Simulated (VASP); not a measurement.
Write the native input for VASP 6.6.1 that does the following.

| Item | Value |
| --- | --- |
| Task | single point |
| Functional | LDA |
| Potentials or basis | VASP PAW LDA potentials, release 64 (Al, Ir_sv_GW) |
| Cutoff | 500 eV |
| k mesh | 14 × 14 × 14 |
| Occupations | fermi-dirac, width 0.1 eV |
| Spin | no spin polarisation |
| Dipole correction | no |
| Second run | valence_matched |
| Further INCAR settings | ALGO = Normal; EDIFF = 1e-06; NBANDS = 17 |

The structure of AlIr lies in POSCAR:

```
AlIr
1.0
    2.9696711202      0.0000000000      0.0000000000
    0.0000000000      2.9696711202      0.0000000000
    0.0000000000      0.0000000000      2.9696711202
Al Ir
1 1
Direct
    0.0000000000      0.0000000000      0.0000000000
    0.5000000000      0.5000000000      0.5000000000
```

The input as run:

INCAR

```
PREC     = Accurate       # precision mode
ENCUT    = 500            # plane-wave cutoff, eV
EDIFF    = 1E-6           # SCF threshold, eV
ISMEAR   = -1             # smearing method
SIGMA    = 0.1            # smearing width, eV
LREAL    = F              # projectors in reciprocal space
LASPH    = T              # aspherical terms in the spheres
NELM     = 120            # most SCF steps
ALGO     = Normal         # electronic algorithm
ISIF     = 2              # what is computed and relaxed
LWAVE    = F              # write WAVECAR
LCHARG   = F              # write CHGCAR
GGA      = CA             # functional
NBANDS   = 17             # bands
GGA_COMPAT= F
```

KPOINTS

```
Automatic mesh
0
Gamma
  14 14 14
```

Potentials or basis: VASP PAW LDA potentials, release 64 (Al, Ir_sv_GW).

Run with:

```bash
$ cat potpaw_LDA.64/Al/POTCAR potpaw_LDA.64/Ir_sv_GW/POTCAR > POTCAR
$ mpirun -np 1 vasp_std > vasp.out
```

Results of the run:

The pressure is -0.9 GPa. The band gap on the k mesh is zero (band 10 reaches 13.64 eV, above the bottom of band 11 at 12.10 eV).

Caveat: spin-orbit coupling is left out, which moves the levels of the heavy elements.

Wall time 24 s on 1 thread of Intel(R) Xeon(R) Platinum 8375C CPU @ 2.90GHz (Ice Lake), on a shared host, peak memory 0.17 GiB.
